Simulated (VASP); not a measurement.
Input of a VASP 6.6.1 run:

The input INCAR:

```
ALGO = Normal
EDIFF = 1E-7
ENCUT = 520
GGA = PE
ISIF = 2
ISMEAR = 0
IVDW = 12
LASPH = T
LCHARG = F
LREAL = F
LWAVE = F
NBANDS = 35
NELM = 80
PREC = Accurate
SIGMA = 0.05
```

KPOINTS

```
k-points
0
Gamma
  12 12 4
```

File POSCAR:

```
MoS2
1.0
    3.1232182708      0.0000000000      0.0000000000
   -1.5616091354      2.7047863640      0.0000000000
    0.0000000000      0.0000000000     11.9914053753
Mo S
2 4
Direct
    0.3333333333      0.6666666667      0.2500000000
    0.6666666667      0.3333333333      0.7500000000
    0.3333333333      0.6666666667      0.6204968003
    0.6666666667      0.3333333333      0.1204968003
    0.3333333333      0.6666666667      0.8795031997
    0.6666666667      0.3333333333      0.3795031997
```

Potentials or basis: VASP PAW PBE potentials, release 64 (Mo_sv, S).

Launch:

```sh
$ cat potpaw_PBE.64/Mo_sv/POTCAR potpaw_PBE.64/S/POTCAR > POTCAR
$ mpirun -np 1 vasp_std > vasp.out
```

Question: Estimate the largest force.

Answer: 0.400 eV/Å.

Question: Estimate the pressure.

Answer: 3.9 GPa.

Question: Estimate the band gap on the k mesh.

Answer: 0.77 eV (least direct gap 1.76 eV).

Question: What does it give for the dispersion energy per atom?

Answer: -0.449 eV.

Forces in eV/Å, atoms in the order of the input:
```
Mo   0.000  0.000  0.000
Mo   0.000  0.000  0.000
S    0.000  0.000 -0.400
S    0.000  0.000 -0.400
S    0.000  0.000  0.400
S    0.000  0.000  0.400
```

Caveat: the cell stands under pressure; semilocal functionals underestimate gaps, and a narrow one can read as zero. A k mesh can miss the band edges.
